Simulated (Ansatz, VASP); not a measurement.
# Two plane-wave programs on BiAsSe

```
Bi As Se
1.0
     4.14394    0.00000    0.00000
     0.00000    4.14394    0.00000
     0.00000    0.00000    5.58614
Bi As Se
1 1 1
Direct
  0.00000 0.00000 0.50000
  0.00000 0.00000 0.00000
  0.50000 0.50000 0.50000
```

Alike in both runs: functional PBE; k mesh 4 × 4 × 4; occupations gaussian, width 0.1 eV; no spin polarisation.

Ansatz relaxed the structure, and its values are those at the end. VASP's run is a single point on that final structure, the one shown.

```csv
,VASP,Ansatz
version,VASP 6.6.1,Ansatz 0.2.0
potentials or method,"VASP PAW PBE potentials, release 64 (Bi_d, As, Se), cutoff 520 eV","scalar-relativistic, plane waves, PAW"
valence electrons in the cell,26,46
```

```csv
,VASP,Ansatz,Ansatz less VASP
gap on the k mesh at the Fermi level (eV),none,none,-
pressure (GPa),0.0,0.0,-0.01
```

A gap of «none» marks a metal or a gap that the smearing closes. VASP's potentials hold 26 valence electrons a cell and Ansatz's 46, so a difference there can come from the potentials and not from the codes.

The k mesh is coarse, so the values compare programs but aren't converged. Spin-orbit coupling is off throughout.
